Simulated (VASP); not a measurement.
Here is a VASP 6.6.1 calculation.

Contents of INCAR:

```
SYSTEM = AlNi
  PREC = Accurate
  ENCUT = 600
  EDIFF = 1E-6
  ISMEAR = -1
  SIGMA = 0.05
  LREAL = .FALSE.
  LASPH = .TRUE.
  NELM = 150
  ALGO = Normal
  ISIF = 3
  LWAVE = .FALSE.
  LCHARG = .FALSE.
  ISPIN = 2
  MAGMOM = 1 0
  LORBIT = 11
  LMAXMIX = 4
  GGA = PE
  IVDW = 12
  IBRION = 2
  NSW = 80
  EDIFFG = -0.01
```

File KPOINTS:

```
regular mesh
0
G
  9 9 9
  0 0 0
```

File POSCAR:

```
AlNi
1.0
    2.8810000000      0.0000000000      0.0000000000
    0.0000000000      2.8810000000      0.0000000000
    0.0000000000      0.0000000000      2.8810000000
Ni Al
1 1
Direct
    0.5000000000      0.5000000000      0.5000000000
    0.0000000000      0.0000000000      0.0000000000
```

Potentials or basis: VASP PAW PBE potentials, release 64 (Ni, Al).

Launch:

```sh
$ cat potpaw_PBE.64/Ni/POTCAR potpaw_PBE.64/Al/POTCAR > POTCAR
$ mpirun -np 1 vasp_std > vasp.out
```

Problem. What does it give for the space group after relaxing (to 0.1 Å)?

Solution. Pm-3m (No. 221).

Problem. Predict the dispersion energy per atom.

Solution. -0.455 eV.

Problem. Estimate the relaxed cell.

Solution. a = 2.856 Å, b = 2.856 Å, c = 2.856 Å, α = 90.00°, β = 90.00°, γ = 90.00°.

Step by step:
```
step  energy change (eV)  largest force (eV/Å)  pressure (GPa)  volume (Å³)
   1              0.0000                0.0000           -4.21        23.91
   2             -0.0032                0.0000            3.62        22.84
   3             -0.0083                0.0000           -0.01        23.30
```
